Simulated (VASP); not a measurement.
# MnAs (rocksalt type) (Fm-3m) in VASP: notebook, part 2 of 2

VASP 6.6.1. The steps go on from the part before.

### Step 4. Electric field gradients, PBE, collinear spin, ferromagnetic start (16.80 Å³/atom)

This run uses another cell than the first one, of 16.80 Å³/atom.

Contents of INCAR:

```
SYSTEM = MnAs
PREC = Accurate
ENCUT = 520
EDIFF = 1E-8
ISMEAR = -1
SIGMA = 0.08
LREAL = .FALSE.
LASPH = .TRUE.
NELM = 150
ALGO = Normal
ISIF = 2
LWAVE = .FALSE.
LCHARG = .FALSE.
ISPIN = 2
MAGMOM = 4 0
LORBIT = 11
LMAXMIX = 4
GGA = PE
LEFG = .TRUE.
NBANDS = 20
```

Contents of KPOINTS:

```
Automatic mesh
0
G
  12 12 12
  0 0 0
```

Contents of POSCAR:

```
MnAs
1.0
    0.0000000000      2.5612846038      2.5612846038
    2.5612846038      0.0000000000      2.5612846038
    2.5612846038      2.5612846038      0.0000000000
Mn As
1 1
Direct
    0.0000000000      0.0000000000      0.0000000000
    0.5000000000      0.5000000000      0.5000000000
```

Potentials or basis: VASP PAW PBE potentials, release 64 (Mn_pv, As).

Run with:

```console
cat potpaw_PBE.64/Mn_pv/POTCAR potpaw_PBE.64/As/POTCAR > POTCAR
mpirun -np 1 vasp_std > vasp.out
```

OUTCAR:

```text
SYSTEM = MnAs
   PREC = Accurate
   ENCUT = 520
   EDIFF = 1E-8
   ISMEAR = -1
   LREAL = .FALSE.
   LASPH = .TRUE.
   NELM = 150
   ISIF = 2
   ISPIN = 2
   LORBIT = 11
   GGA = PE

 ion  position               nearest neighbor table
   1  0.000  0.000  0.000-   2 2.56   2 2.56   2 2.56   2 2.56   2 2.56   2 2.56
   2  0.500  0.500  0.500-   1 2.56   1 2.56   1 2.56   1 2.56   1 2.56   1 2.56

  LATTYP: Found a face centered cubic cell.
 ALAT       =     5.1225692076

  Lattice vectors:

 A1 = (   0.0000000000,   2.5612846038,   2.5612846038)
 A2 = (   2.5612846038,   0.0000000000,   2.5612846038)
 A3 = (   2.5612846038,   2.5612846038,   0.0000000000)

Analysis of symmetry for initial positions (statically):
=====================================================================
 Subroutine PRICEL returns:
 Original cell was already a primitive cell.

 Routine SETGRP: Setting up the symmetry group for a
 face centered cubic supercell.

 Subroutine GETGRP returns: Found 48 space group operations
 (whereof 48 operations were pure point group operations)
 out of a pool of 48 trial point group operations.

The static configuration has the point symmetry O_h .

Analysis of symmetry for dynamics (positions and initial velocities):
=====================================================================
 Subroutine PRICEL returns:
 Original cell was already a primitive cell.

 Routine SETGRP: Setting up the symmetry group for a
 face centered cubic supercell.

 Subroutine GETGRP returns: Found 48 space group operations
 (whereof 48 operations were pure point group operations)
[... 1287 lines left out ...]
  -------------------------------------------------------------------------------------
  Total        0.4469989      0.4469989      0.4469989      0.0000000      0.0000000      0.0000000
  in kB       21.3114744     21.3114744     21.3114744      0.0000000      0.0000000      0.0000000
  external PRESSURE =      21.3114744 kB  Pullay stress =       0.0000000 kB

 VOLUME and BASIS-vectors are now :
 -----------------------------------------------------------------------------
  energy-cutoff  :      520.00
  volume of cell :       33.60
      direct lattice vectors                 reciprocal lattice vectors
     0.000000000  2.561284604  2.561284604    -0.195214542  0.195214542  0.195214542
     2.561284604  0.000000000  2.561284604     0.195214542 -0.195214542  0.195214542
     2.561284604  2.561284604  0.000000000     0.195214542  0.195214542 -0.195214542

 POSITION                                       TOTAL-FORCE (eV/Angst)
 -----------------------------------------------------------------------------------
      0.00000      0.00000      0.00000        -0.000000      0.000000     -0.000000
      2.56128      2.56128      2.56128         0.000000      0.000000      0.000000
 -----------------------------------------------------------------------------------
    total drift:                               -0.000000     -0.000000      0.000000

  FREE ENERGIE OF THE ION-ELECTRON SYSTEM (eV)
  ---------------------------------------------------
  free  energy   TOTEN  =       -13.8467523757 eV

  energy  without entropy=      -13.8223891358  energy(sigma->0) =      -13.83457076

 Electric field gradients (V/A^2)
---------------------------------------------------------------------
 ion       V_xx      V_yy      V_zz      V_xy      V_xz      V_yz
---------------------------------------------------------------------
   1      -0.000    -0.000    -0.000     0.004     0.004     0.004
   2       0.000    -0.000    -0.000    -0.000    -0.000    -0.000
---------------------------------------------------------------------

 Electric field gradients after diagonalization (V/A^2)
 (convention: |V_zz| > |V_xx| > |V_yy|)
----------------------------------------------------------------------
 ion       V_xx      V_yy      V_zz     asymmetry (V_yy - V_xx)/ V_zz
----------------------------------------------------------------------
   1      -0.004    -0.004     0.007       0.000
   2       0.000     0.000    -0.000       0.000
----------------------------------------------------------------------

           NMR quadrupolar parameters

 Cq : quadrupolar parameter    Cq=e*Q*V_zz/h
 eta: asymmetry parameters     (V_yy - V_xx)/ V_zz
 Q  : nuclear electric quadrupole moment in mb (millibarn)
----------------------------------------------------------------------
 ion       Cq(MHz)       eta       Q (mb)
----------------------------------------------------------------------
   1       0.000       0.000       1.000
   2      -0.000       0.000       1.000
----------------------------------------------------------------------

 total charge

# of ion       s       p       d       tot
------------------------------------------
    1        0.289   6.221   5.024  11.534
    2        1.230   1.548   0.046   2.824
--------------------------------------------------
tot          1.518   7.768   5.071  14.357

 magnetization (x)

# of ion       s       p       d       tot
------------------------------------------
    1        0.070   0.033   3.462   3.565
    2        0.015  -0.116   0.014  -0.087
--------------------------------------------------
tot          0.085  -0.083   3.475   3.478
```

OSZICAR:

```text
N       E                     dE             d eps       ncg     rms          rms(c)
DAV:   1     0.139929629480E+03    0.13993E+03   -0.98038E+03  5784   0.957E+02
DAV:   2    -0.933107231729E+01   -0.14926E+03   -0.14063E+03  5960   0.273E+02
DAV:   3    -0.152377479356E+02   -0.59067E+01   -0.58374E+01  6744   0.589E+01
[... 10 lines left out ...]
DAV:  14    -0.138467513900E+02   -0.37448E-05   -0.25165E-05  6200   0.570E-02    0.121E-02
DAV:  15    -0.138467522414E+02   -0.85146E-06   -0.22813E-06  6252   0.102E-02    0.455E-03
DAV:  16    -0.138467523477E+02   -0.10623E-06   -0.28651E-07  7012   0.390E-03    0.714E-04
DAV:  17    -0.138467523654E+02   -0.17735E-07   -0.19310E-08  4740   0.853E-04    0.350E-04
DAV:  18    -0.138467523794E+02   -0.14002E-07   -0.41664E-09  3204   0.806E-04    0.232E-04
DAV:  19    -0.138467523757E+02    0.37389E-08   -0.85539E-10  3096   0.320E-04
   1 F= -.13846752E+02 E0= -.13834571E+02  d E =-.243632E-01  mag=     3.6173
```

It took 4 min on 1 thread of Intel Xeon 8259CL, shared host; peak memory 0.23 GiB.

Results:

* Free energy: -13.8468 eV
* Pressure: 2.1 GPa
* Net moment: 3.62 μB per cell
* Site moments: Mn +3.56; As -0.09 μB
* Largest electric field gradient by atom: under 0.05 V/Å² on every atom
* Valence electrons inside the program's atomic spheres: Mn 11.53; As 2.82

Caveat: a cell with one magnetic atom can't hold antiferromagnetic order, which such compounds often take.

### Step 5. The runs side by side

```tsv
task	cell	k mesh for the DOS	occupations for the DOS	gap on the mesh (eV)	pressure (GPa)	moment (μB)
single point	a = 3.653 Å, angles 60.0°, 2 atoms	18 × 18 × 18	tetrahedron	-	-	3.68
electric field gradients	a = 3.591 Å, angles 60.0°, 2 atoms	-	-	none	4.3	3.54
electric field gradients	a = 3.622 Å, angles 60.0°, 2 atoms	-	-	none	2.1	3.62
```

Alike in all rows: level PBE; potentials or basis VASP PAW PBE potentials, release 64 (Mn_pv, As); spin collinear, ferromagnetic start; k mesh 12 × 12 × 12; cutoff (eV) 520; smearing fermi-dirac 0.08 eV.

Caveats: a cell with one magnetic atom can't hold antiferromagnetic order, which such compounds often take; the cell stands under pressure (at least some runs).

Absolute energies hang on the potentials; compare differences alone.
